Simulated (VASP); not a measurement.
Runs of VASP 6.6.1 on Pt. The structure is that of space group Im-3m (No. 229), or close to it. The cells are those of the table. 

```csv
cell,gap on the mesh (eV),pressure (GPa)
"a = 2.720 Å, angles 109.5°, 1 atom",none,(a)
"a = 2.681 Å, angles 109.5°, 1 atom",none,22.4
"a = 2.863 Å, angles 109.5°, 1 atom",none,-18.3
"a = 2.829 Å, angles 109.5°, 1 atom",none,(b)
"a = 2.793 Å, angles 109.5°, 1 atom",none,-8.1
```

Alike in all rows: task single point; level RPBE; potentials or basis VASP PAW PBE potentials, release 64 (Pt); no spin polarisation; k mesh 16 × 16 × 16; cutoff (eV) 520; smearing fermi-dirac 0.1 eV.

**Question.** Estimate the missing entries.

**Answer.** (a) 9.5; (b) -13.9.

Caveats: the PAW data sets were made with another functional, which shifts forces and pressure a little; spin-orbit coupling is left out, which moves the levels of the heavy elements.

A k mesh can miss the band edges, and the runs leave out spin-orbit coupling on Pt.

A gap of «none» marks levels without a gap at the run's occupations.
